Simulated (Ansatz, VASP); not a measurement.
One calculation of Re, two programs

File POSCAR:

```
Re
1.0
    0.0000000000      1.8585461570      2.2302553884
    1.8585461570      0.0000000000      2.2302553884
    1.8585461570      1.8585461570      0.0000000000
Re
1
Direct
    0.0000000000      0.0000000000      0.0000000000
```

The input INCAR.step1:

```
PREC = Accurate
ENCUT = 520
ISMEAR = 0
SIGMA = 0.15
LREAL = F
LASPH = T
NELM = 60
NBANDS = 10
GGA = PE
ALGO = Normal
EDIFF = 1E-4
LWAVE = T
LCHARG = F
```

File INCAR.step2:

```
PREC = Accurate
ENCUT = 520
EDIFF = 1E-6
ISMEAR = 0
SIGMA = 0.15
LREAL = F
LASPH = T
NELM = 60
ALGO = Normal
ISIF = 2
LWAVE = F
LCHARG = T
METAGGA = R2SCAN
LMIXTAU = T
LELF = T
LVHAR = T
NBANDS = 10
ISTART = 1
```

File KPOINTS:

```
Automatic mesh
0
Gamma
  22 22 22
```

Input for Ansatz:

```yaml
crystal:
  lattice:
    - [0.0, 1.858546157, 2.2302553884]
    - [1.858546157, 0.0, 2.2302553884]
    - [1.858546157, 1.858546157, 0.0]
  atoms:
    - { symbol: Re, position: [0.0, 0.0, 0.0] }
basis:
  ecutwfc: 500
kpoints:
  mp_grid: { grid: [22, 22, 22] }
hamiltonian:
  xc: r2scan
scf:
  occupations: { method: gaussian, width: 0.15 }
output:
  forces: true
  stress: true
  eigenvalues: true
```

Alike in both runs: task single point; functional r2SCAN; k mesh 22 × 22 × 22; occupations gaussian, width 0.15 eV; no spin polarisation.

|  | VASP | Ansatz |
| --- | --- | --- |
| version | VASP 6.6.1 | Ansatz 0.2.0 |
| potentials or method | VASP PAW PBE potentials, release 64 (Re), cutoff 520 eV | scalar-relativistic, plane waves, PAW |
| valence electrons in the cell | 7 | 15 |

VASP gave:

- gap on the k mesh at the Fermi level (eV): none
- pressure (GPa): -10.3
- traceless stress, the component that is largest in VASP (GPa): -29.17

Task: Which values does Ansatz return?

Result: gap on the k mesh at the Fermi level (eV): none; pressure (GPa): -10.0; traceless stress, the component that is largest in VASP (GPa): -29.73.

VASP's potentials were made for PBE, not for r2SCAN. A gap of «none» marks a metal or a gap that the smearing closes. With one functional, cell and mesh, what is left measures potentials, basis and numerics. VASP's potentials hold 7 valence electrons a cell and Ansatz's 15, so a difference there can come from the potentials and not from the codes.

Spin-orbit coupling is off throughout.
